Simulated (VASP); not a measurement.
# H4C in VASP: notebook

Runs on H4C. Level: PBE+D3(BJ). Tasks: single point.

Everything below comes from runs of VASP 6.6.1. Logs are shortened: lines on timing, memory, paths and dates and some standing lists are left out, and cuts for length are marked.

## 1. The cell of the first run

The cell holds an amorphous packing of atoms, 40 atoms: a = 7.873 Å, b = 7.873 Å, c = 7.873 Å, α = 90.00°, β = 90.00°, γ = 90.00°.

## 2. Single point, PBE+D3(BJ)

File INCAR:

```
PREC     = Accurate       # precision mode
ENCUT    = 520            # plane-wave cutoff, eV
EDIFF    = 1E-6           # SCF threshold, eV
ISMEAR   = -1             # smearing method
SIGMA    = 0.05           # smearing width, eV
LREAL    = Auto         
LASPH    = True           # aspherical terms in the spheres
NELM     = 60             # most SCF steps
ALGO     = Normal         # electronic algorithm
ISIF     = 2              # what is computed and relaxed
LWAVE    = False          # write WAVECAR
LCHARG   = False          # write CHGCAR
GGA      = PE             # functional
IVDW     = 12             # dispersion correction
NBANDS   = 58             # bands
```

File KPOINTS:

```
Automatic mesh
0
Gamma
  1 1 1
```

File POSCAR:

```
H4C
1.0
    7.8729940000      0.0000000000      0.0000000000
    0.0000000000      7.8729940000      0.0000000000
    0.0000000000      0.0000000000      7.8729940000
C H
8 32
Direct
    0.4606252717      1.0014741533      0.6933194665
    0.5894707909      0.8880103300      0.6057034973
    0.1362124752      0.7291000095      0.4520516591
    0.2211483967      0.7290873078      0.2777850459
    0.5312718389      0.3791569002      0.0390448665
    0.6949833824      0.2675348159      0.0642068316
    0.9274235443      0.3651596839      0.5873496157
    1.0655920734      0.2988951852      0.4757529347
    0.3353870205      0.9548591044      0.6674335075
    0.4689448512      0.9919098122      0.8345490928
    0.4758799511      1.1261408303      0.6426271886
    0.7184433266      0.9382707519      0.6268771448
    0.5845425514      0.7512516839      0.6378640705
    0.5686781928      0.9091331709      0.4713073578
    0.2081927155      0.6530933467      0.5381561322
    0.1212118287      0.8578566172      0.5024899041
    0.0132859240      0.6630514389      0.4269023957
    0.1465897218      0.7977778212      0.1885432658
    0.3433763572      0.7926971620      0.2894070540
    0.2368730371      0.6080024956      0.2220121087
    0.5751306301      0.4913886636     -0.0364156254
    0.4390578730      0.3080149686     -0.0302045194
    0.4739238973      0.4196624562      0.1630129529
    0.6736954201      0.1868412449      0.1727297138
    0.7141882745      0.1915027498     -0.0591642773
    0.8095903541      0.3410773589      0.1026547207
    0.9716125784      0.4785091923      0.6602824796
    0.8209710308      0.4173761596      0.5105427490
    0.8712949610      0.2670775565      0.6603967944
    1.0279316865      0.1897626240      0.3915283055
    1.1299259214      0.4010672433      0.4064400405
    1.1802752549      0.2592914462      0.5537410545
    0.0415978978      0.5518485090     -0.0220373596
    0.0615013805      0.5017278052      0.0568652790
    0.8572469381     -0.1274102330      0.1503113047
    0.7617178420     -0.1337991620      0.1559889414
    0.3099456192      0.6657060834      0.9521790567
    0.3847964320      0.6780012788      0.8944246623
    0.2274230109      0.0371777243      1.0360861446
    0.1979932920      0.1271562000      1.0469079489
```

Potentials or basis: VASP PAW PBE potentials, release 64 (C, H).

Command:

```console
$ cat potpaw_PBE.64/C/POTCAR potpaw_PBE.64/H/POTCAR > POTCAR
$ mpirun -np 1 vasp_gam > vasp.out
```

OUTCAR:

```text
PREC = Accurate
   ENCUT = 520
   EDIFF = 1E-6
   ISMEAR = -1
   LREAL = Auto
   LASPH = True
   NELM = 60
   ISIF = 2
   GGA = PE
   IVDW = 12
 IVDW          = 12

 ion  position               nearest neighbor table
   1  0.461  0.001  0.693-  11 1.07   9 1.07  10 1.12   2 1.52
   2  0.589  0.888  0.606-  14 1.08  12 1.10  13 1.11   1 1.52
   3  0.136  0.729  0.452-  15 1.07  16 1.10  17 1.12   4 1.53
   4  0.221  0.729  0.278-  20 1.06  18 1.06  19 1.09   3 1.53
   5  0.531  0.379  0.039-  22 1.07  21 1.12  23 1.12   6 1.57
   6  0.695  0.268  0.064-  24 1.08  26 1.11  25 1.15   5 1.57
   7  0.927  0.365  0.587-  29 1.06  28 1.11  27 1.12   8 1.49
   8  0.066  0.299  0.476-  31 1.10  30 1.13  32 1.14   7 1.49
   9  0.335  0.955  0.667-   1 1.07
  10  0.469  0.992  0.835-   1 1.12
  11  0.476  0.126  0.643-   1 1.07
  12  0.718  0.938  0.627-   2 1.10
  13  0.585  0.751  0.638-   2 1.11
  14  0.569  0.909  0.471-   2 1.08
[... 24 lines left out ...]
  39  0.227  0.037  0.036-  40 0.75
  40  0.198  0.127  0.047-  39 0.75

  LATTYP: Found a simple cubic cell.
 ALAT       =     7.8729940000

  Lattice vectors:

 A1 = (   7.8729940000,   0.0000000000,   0.0000000000)
 A2 = (   0.0000000000,   7.8729940000,   0.0000000000)
 A3 = (   0.0000000000,   0.0000000000,   7.8729940000)

Analysis of symmetry for initial positions (statically):
=====================================================================
 Subroutine PRICEL returns:
 Original cell was already a primitive cell.

 Routine SETGRP: Setting up the symmetry group for a
 simple cubic supercell.

 Subroutine GETGRP returns: Found  1 space group operations
 (whereof  1 operations were pure point group operations)
 out of a pool of 48 trial point group operations.

The static configuration has the point symmetry C_1 .

Analysis of symmetry for dynamics (positions and initial velocities):
=====================================================================
 Subroutine PRICEL returns:
 Original cell was already a primitive cell.

 Routine SETGRP: Setting up the symmetry group for a
 simple cubic supercell.

 Subroutine GETGRP returns: Found  1 space group operations
 (whereof  1 operations were pure point group operations)
 out of a pool of 48 trial point group operations.

The dynamic configuration has the point symmetry C_1 .

 Subroutine INISYM returns: Found  1 space group operations
 (whereof  1 operations are pure point group operations),
 and found     1 'primitive' translations

[... 151 lines left out ...]
   NFREE  =      0    steps in history (QN), initial steepest desc. (CG)
   ISIF   =      2    stress and relaxation
   ISYM   =      2    0-nonsym 1-usesym 2-fastsym
   POTIM  = 0.5000    time-step for ionic-motion
   TEBEG  =    0.0;   TEEND  =   0.0 temperature during run
   PSTRESS=    0.0 pullay stress
   NELECT =      64.0000    total number of electrons
   NUPDOWN=      -1.0000    fix difference up-down
   EMIN   =  10.00;   EMAX   =-10.00  energy-range for DOS
   EFERMI =   0.00;   METHOD = LEGACY
   ISMEAR =    -1;   SIGMA  =   0.05  broadening in eV -4-tet -1-fermi 0-gaus
   EFERMI_NEDOS =   21; number of points for ismear=-14 and -15
   IALGO  =     38    algorithm
   IMIX   =      4    mixing-type and parameters
     AMIX     =   0.40;   BMIX     =  1.00
     AMIX_MAG =   1.60;   BMIX_MAG =  1.00
  volume/ion in A,a.u.               =      12.20        82.33
  Fermi-wavevector in a.u.,A,eV,Ry     =   0.831754  1.571787  9.412711  0.691815
  Thomas-Fermi vector in A             =   1.944694
   LORBIT       =      0    0 simple, 1 ext, 2 COOP (PROOUT), +10 PAW based schemes
   GGA     = PE    functional components
   LHFCALC =     F    Hartree Fock is set to
   AEXX    =    0.0000 exact exchange contribution
   IVDW    =    12    specifies the selected vdW correction
   LEPSILON=     F    determine dielectric tensor
   LRPA    =     F    only Hartree local field effects (RPA)
 non-spin polarized calculation
  energy-cutoff  :      520.00
  volume of cell :      488.00
 maximum number of plane-waves:      6603
 NGX is ok and might be reduce to    60
   NGX = 29   NGY = 29   NGZ = 29

 number of electron      64.0000001 magnetization

 Free energy of the ion-electron system (eV)
  ---------------------------------------------------
  ext. energy  EPLUGINS =         0.00000000
  ---------------------------------------------------
  free energy    TOTEN  =      -188.15841463 eV

  energy without entropy =     -188.15841463  energy(sigma->0) =     -188.15841463

 E-fermi :  -4.1948     XC(G=0):  -5.6048

 val. band max:       -5.4061110875   @ k =   0.0000   0.0000   0.0000
 cond. band min:       1.1623430759   @ k =   0.0000   0.0000   0.0000
 fundamental gap:      6.5684541634
 Fermi energy:        -4.1947654296

 k-point     1 :       0.0000    0.0000    0.0000
  band No.  band energies     occupation
      1     -16.7210      2.00000
      2     -16.5852      2.00000
      3     -16.4718      2.00000
      4     -16.1070      2.00000
      5     -13.0299      2.00000
      6     -12.8899      2.00000
[... 36 lines left out ...]
     43       3.8778      0.00000
     44       4.1485      0.00000
 [bands above 44 left out]

------------------------ aborting loop because EDIFF is reached ----------------------------------------

 Edisp (eV)   -1.10554

 E8    (eV) :    -0.2324

  FORCE on cell =-STRESS in cart. coord.  units (eV):
  Direction    XX          YY          ZZ          XY          YZ          ZX
  --------------------------------------------------------------------------------------
  -------------------------------------------------------------------------------------
  Total       0.87111     2.65568     0.49457    -1.29729    -2.99933    -0.86513
  in kB       2.85999     8.71899     1.62374    -4.25920    -9.84725    -2.84035
  external pressure =        4.40 kB  Pullay stress =        0.00 kB

 VOLUME and BASIS-vectors are now :
 -----------------------------------------------------------------------------
  energy-cutoff  :      520.00
  volume of cell :      488.00
      direct lattice vectors                 reciprocal lattice vectors
     7.872994000  0.000000000  0.000000000     0.127016482  0.000000000  0.000000000
     0.000000000  7.872994000  0.000000000     0.000000000  0.127016482  0.000000000
     0.000000000  0.000000000  7.872994000     0.000000000  0.000000000  0.127016482

 POSITION                                       TOTAL-FORCE (eV/Angst)
 -----------------------------------------------------------------------------------
      3.62650      0.01161      5.45850         0.354543     -1.466997      1.312534
      4.64090      6.99130      4.76870         0.480887      0.353440      0.044310
      1.07240      5.74020      3.55900        -0.996850     -0.393935     -1.490411
      1.74110      5.74010      2.18700         0.543729      1.261953      1.313666
      4.18270      2.98510      0.30740         2.045733      0.764088      0.664687
      5.47160      2.10630      0.50550        -0.564871      0.229938     -0.851736
[... 32 lines left out ...]
      1.79050      0.29270      0.28411        -0.012903      0.008438      0.004188
      1.55880      1.00110      0.36931        -0.032128      0.015511      0.004662
 -----------------------------------------------------------------------------------
    total drift:                               -0.000358      0.009998     -0.000101

  FREE ENERGIE OF THE ION-ELECTRON SYSTEM (eV)
  ---------------------------------------------------
  free  energy   TOTEN  =      -189.2639530765 eV

  energy  without entropy=     -189.2639530764  energy(sigma->0) =     -189.26395308
```

stdout:

```text
POSCAR found type information on POSCAR C H
 POSCAR found :  2 types and      40 ions
 scaLAPACK will be used
 LDA part: xc-table for (Slater+PW92), standard interpolation
 POSCAR, INCAR and KPOINTS ok, starting setup
 FFT: planning ... GRIDC
 FFT: planning ... GRID_SOFT
 FFT: planning ... GRID
 WAVECAR not read
 entering main loop
```

It took 40 s on 1 thread of Intel Xeon Platinum 8488C (Sapphire Rapids), shared host; peak memory 0.45 GiB.

What came out:

```yaml
Free_energy: -189.2640 eV
Pressure: 0.4 GPa
Largest_force: 2.283 eV/Å
Band_gap_on_the_k_mesh: 6.57 eV
Dispersion_energy_per_atom: -0.028 eV
```

Forces on the atoms (eV/Å):
```
C    0.355 -1.467  1.313
C    0.481  0.353  0.044
C   -0.997 -0.394 -1.490
C    0.544  1.262  1.314
C    2.046  0.764  0.665
C   -0.565  0.230 -0.852
C   -0.493  1.794 -0.885
C    1.955 -0.793  0.046
H   -0.950 -0.059 -0.365
H    0.244  0.534 -0.495
H   -0.076  1.155  0.094
H    0.073 -0.308  0.197
H   -0.048  0.337 -0.080
H    0.019 -0.492 -0.699
H    0.467 -0.471  0.851
H   -0.213 -0.112 -0.029
H    0.145  0.587  0.767
H   -0.640  0.798 -0.755
H    0.450  0.042 -0.314
H    0.345 -1.391 -0.171
H   -0.701 -0.379  0.398
H   -0.744 -0.369 -0.564
H    0.393 -0.018 -0.670
H   -0.083 -0.946  0.228
H    0.209  0.651  1.468
H   -0.415 -0.075 -0.605
H   -0.189 -0.791  0.171
H    0.172 -0.133 -0.031
H   -0.345 -0.751  1.191
H    0.252  0.770  0.405
H   -0.513 -0.027 -0.663
H   -0.939 -0.343 -0.227
H   -0.041 -0.110  0.043
H   -0.098  0.018 -0.163
H   -0.147 -0.033  0.012
H    0.148 -0.013 -0.006
H    0.061  0.088 -0.147
H   -0.114  0.067 -0.005
H   -0.013  0.008  0.004
H   -0.032  0.016  0.005
```

Stress tensor (GPa, compression positive):
```
 0.29 -0.43 -0.28
-0.43  0.87 -0.98
-0.28 -0.98  0.16
```

Caveat: the k points lie up to 0.80 Å⁻¹ apart.

## 3. Single point, PBE+D3(BJ)

File INCAR:

```
SYSTEM = H4C
PREC = Accurate
ENCUT = 520
EDIFF = 1E-6
ISMEAR = -1
SIGMA = 0.05
LREAL = Auto
LASPH = .TRUE.
NELM = 60
ALGO = Normal
ISIF = 2
LWAVE = .FALSE.
LCHARG = .TRUE.
GGA = PE
IVDW = 12
LELF = .TRUE.
LVHAR = .TRUE.
NBANDS = 58
```

File KPOINTS:

```
regular mesh
0
G
  1 1 1
  0 0 0
```

File POSCAR:

```
H4C
1.0
    7.8729940000      0.0000000000      0.0000000000
    0.0000000000      7.8729940000      0.0000000000
    0.0000000000      0.0000000000      7.8729940000
C H
8 32
Direct
    0.4901947086      1.0108987762      0.6985398439
    0.5982857348      0.8769852994      0.5988192040
    0.1546298651      0.8226222451      0.4452308740
    0.1797410236      0.8011945646      0.2603837879
    0.5725013889      0.4212501623      0.0572463284
    0.6829168167      0.2595962857      0.0775435622
    0.9321993641      0.4069227031      0.5630640643
    1.0943232016      0.3240571503      0.5034933343
    0.3624923377      0.9599905703      0.7302812628
    0.5375845580      1.0414081352      0.8251244698
    0.4823069851      1.1357051714      0.6418777913
    0.7258864925      0.9163477071      0.6164109867
    0.5750163153      0.7504260768      0.6455866726
    0.5996956177      0.8683735819      0.4630766898
    0.2636481115      0.7791445033      0.5224822983
    0.1386130867      0.9602446033      0.4758672495
    0.0406452742      0.7641311552      0.4967360575
    0.0799187704      0.8435037547      0.1723613660
    0.3005972061      0.8598126710      0.2219867054
    0.2043060112      0.6607778439      0.2408613547
    0.6377116507      0.5057542277     -0.0305474639
    0.4586438145      0.3852409896     -0.0029848873
    0.5433257030      0.4875527658      0.1769339593
    0.6004831199      0.1571066865      0.1286295912
    0.7348919611      0.2112792160     -0.0318303304
    0.7736446897      0.2744953191      0.1804142109
    0.9715490702      0.5089296397      0.6522931429
    0.8561418947      0.4597488579      0.4620097513
    0.8400616081      0.3270166343      0.6320721189
    1.0732511672      0.2079005776      0.4221519793
    1.1650967853      0.4112285618      0.4199926991
    1.1836792966      0.2926205710      0.6116732719
    0.0848470099      0.4232189177     -0.0796901408
   -0.0030229923      0.4565226393     -0.0191159805
    0.7472379631     -0.1808333653      0.0935730422
    0.7994671405     -0.1210086023      0.1399467598
    0.2602821747      0.7650075689      0.8692626973
    0.3411154638      0.8089171667      0.8972825332
    0.2099709462      0.1630256545      0.9818247035
    0.1517719942      0.1154579821      1.0428561231
```

Potentials or basis: VASP PAW PBE potentials, release 64 (C, H).

Command:

```console
$ cat potpaw_PBE.64/C/POTCAR potpaw_PBE.64/H/POTCAR > POTCAR
$ mpirun -np 1 vasp_gam > vasp.out
```

Wall time 49 s (1 thread of Intel Xeon Platinum 8488C (Sapphire Rapids), shared host); peak memory 0.47 GiB.

Results (log left out):

```yaml
Free_energy: -188.9500 eV
Pressure: 0.4 GPa
Largest_force: 4.030 eV/Å
Band_gap_on_the_k_mesh: 6.60 eV
Dispersion_energy_per_atom: -0.028 eV
```

Forces on the atoms (eV/Å):
```
C   -0.642 -0.944 -0.202
C   -0.467  1.231  1.137
C   -0.365  1.706  1.421
C    1.180 -1.842 -0.853
C    1.623 -0.348  0.113
C   -2.324  0.566  3.244
C   -0.020  0.321  1.070
C    0.683 -1.022 -0.441
H    0.287  0.575 -0.744
H    0.698 -0.404  0.245
H   -0.212  0.338 -0.730
H    1.564 -0.164  0.663
H    0.142 -0.577  0.423
H   -1.099  0.360 -1.081
H   -0.198 -0.043 -0.332
H    0.163 -0.445  0.045
H   -0.308 -0.402 -0.042
H   -0.047 -0.032  0.321
H   -0.085  0.205 -0.151
H   -0.372  0.739 -0.404
H    0.078  0.571 -0.039
H   -1.533 -0.200 -0.640
H    0.131 -0.170 -0.127
H    0.033  0.088 -0.165
H    1.269 -0.606 -2.276
H    0.708  0.149 -0.074
H   -0.506 -0.032 -0.302
H   -0.068  0.470 -0.650
H    0.422 -0.304  0.126
H    0.105  0.558  0.710
H    0.001  0.084  0.090
H   -0.699 -0.029 -0.691
H   -2.144  0.867  1.499
H    2.142 -0.754 -1.453
H   -0.564 -0.643 -0.490
H    0.537  0.614  0.496
H    0.179 -0.064  0.215
H   -0.336 -0.351  0.062
H   -0.225 -0.235  0.250
H    0.267  0.172 -0.244
```

Stress tensor (GPa, compression positive):
```
 0.31  0.49  0.67
 0.49 -0.03 -0.65
 0.67 -0.65  0.94
```

Levels at points of the mesh, in eV from the valence-band top:
| k point | band 29 | band 30 | band 31 | band 32 | band 33 | band 34 | band 35 | band 36 |
| --- | --- | --- | --- | --- | --- | --- | --- | --- |
| (0.00, 0.00, 0.00) | -0.47 | -0.34 | -0.18 | 0.00 | 6.60 | 7.07 | 7.20 | 7.53 |

Caveat: the k points lie up to 0.80 Å⁻¹ apart.

## 4. Single point, PBE+D3(BJ)

File INCAR:

```
SYSTEM = H4C
  PREC = Accurate
  ENCUT = 520
  EDIFF = 1E-6
  ISMEAR = -1
  SIGMA = 0.05
  LREAL = Auto
  LASPH = .True.
  NELM = 80
  ALGO = Normal
  ISIF = 2
  LWAVE = .False.
  LCHARG = .True.
  GGA = PE
  IVDW = 12
  LELF = .True.
  LVHAR = .True.
  NBANDS = 58
```

File KPOINTS:

```
Automatic mesh
0
Gamma
  1 1 1
  0 0 0
```

File POSCAR:

```
H4C
1.0
    7.8729940000      0.0000000000      0.0000000000
    0.0000000000      7.8729940000      0.0000000000
    0.0000000000      0.0000000000      7.8729940000
C H
8 32
Direct
    0.4965328311      1.0073042098      0.7123211322
    0.6050811165      0.8578947221      0.6368225354
    0.1498032388      0.8123466117      0.4560653800
    0.1989205123      0.8261914082      0.2724122488
    0.5491303563      0.4171856348      0.0347390078
    0.6759944184      0.2782677086      0.0475549708
    0.9259501531      0.4072656476      0.4949324234
    1.1054371437      0.3261910272      0.4935352421
    0.3674332789      0.9910079952      0.6910077665
    0.5276010626      1.0306879441      0.8493719162
    0.5253528708      1.1156873738      0.6276519454
    0.7470855433      0.8812911581      0.6167031246
    0.5971298848      0.7459550966      0.7232953563
    0.5417125937      0.8194214298      0.5141500171
    0.2331768575      0.7334947797      0.5367208460
    0.1516703811      0.9445580677      0.5012832475
    0.0205766701      0.7788904704      0.4616922101
    0.1015242740      0.9076343765      0.2055761760
    0.3307890238      0.8695294319      0.2623652450
    0.1889751218      0.7058686949      0.2129939385
    0.6097045165      0.5329103515     -0.0147466136
    0.4410139268      0.3971170307     -0.0534231323
    0.4885053894      0.4602061173      0.1525848997
    0.6330247426      0.1598502425      0.1077988882
    0.7372544676      0.2458912073     -0.0807951841
    0.7755118320      0.3210722630      0.1444685465
    0.9281856432      0.5407726717      0.5298873592
    0.8650076451      0.4043950751      0.3629114921
    0.8547828183      0.3212246828      0.5783949537
    1.0878199577      0.2025023771      0.4307509951
    1.2007757151      0.4041664454      0.4317925303
    1.1457521751      0.2824719541      0.6171349807
   -0.0071256246      0.4355776214     -0.1043059349
    0.0547822086      0.4414711862     -0.1602820985
    0.8200438105     -0.0383716792      0.1678649825
    0.7968887059     -0.1272832165      0.1655405809
    0.2862062387      0.7158267871      0.9544399500
    0.3106950164      0.6584026356      0.8710917346
    0.0245776893      0.0952750631      0.9878833897
    0.0686524085      0.1511623151      0.9260898713
```

Command:

```console
$ cat potpaw_PBE.64/C/POTCAR potpaw_PBE.64/H/POTCAR > POTCAR
$ mpirun -np 1 vasp_gam > vasp.out
```

Run time: 58 s. Hardware: 1 thread of Intel Xeon Platinum 8488C (Sapphire Rapids), shared host; peak memory 0.44 GiB.

It converged, with:

| Item | Value |
| --- | --- |
| Free energy | -188.8783 eV |
| Pressure | 0.1 GPa |
| Largest force | 4.280 eV/Å |
| Band gap on the k mesh | 6.64 eV |
| Dispersion energy per atom | -0.028 eV |

Forces in eV/Å, atoms in the order of the input:
```
C    3.266  0.156 -0.315
C   -0.361 -0.443  0.118
C    0.978  1.426  0.262
C   -0.426  0.709 -0.122
C   -1.176  1.224 -0.740
C    1.822 -0.528  0.485
C    0.362 -0.764 -1.248
C   -1.216 -0.517 -0.710
H   -2.147 -0.755  0.097
H   -0.278  0.127 -0.895
H    0.173  0.378  0.643
H   -1.402  0.168  0.133
H    0.035  0.233 -0.345
H    0.749  0.129  0.561
H   -0.300  0.057 -0.214
H    0.155 -0.149  0.572
H   -1.477 -0.827  0.450
H    1.097 -0.190  0.301
H   -0.071  0.342 -0.436
H    0.074 -1.320 -0.751
H    0.130  0.059 -0.075
H    0.299 -0.368  0.096
H    0.145 -0.337  0.351
H   -0.451 -0.029 -0.334
H   -0.481  0.347  1.380
H   -0.355 -0.334 -1.169
H   -0.209  0.103  0.594
H    0.605 -0.111  1.124
H   -0.601  0.614  0.104
H    0.396  0.160 -0.535
H    0.346  0.002 -0.166
H    0.307  0.450  0.793
H   -3.158 -0.252  2.878
H    3.146  0.380 -2.824
H    0.217  0.901  0.046
H   -0.263 -0.988 -0.006
H    0.406 -0.940 -1.442
H   -0.409  0.979  1.361
H   -0.081 -0.198  0.142
H    0.153  0.108 -0.163
```

Stress tensor (GPa, compression positive):
```
 0.45  0.91 -1.18
 0.91  0.61  0.22
-1.18  0.22 -0.73
```

Levels at points of the mesh, in eV from the valence-band top:
```csv
k point,band 30,band 31,band 32,band 33,band 34,band 35
"(0.00, 0.00, 0.00)",-0.31,-0.19,0.00,6.64,7.29,7.60
```

Caveat: the k points lie up to 0.80 Å⁻¹ apart.
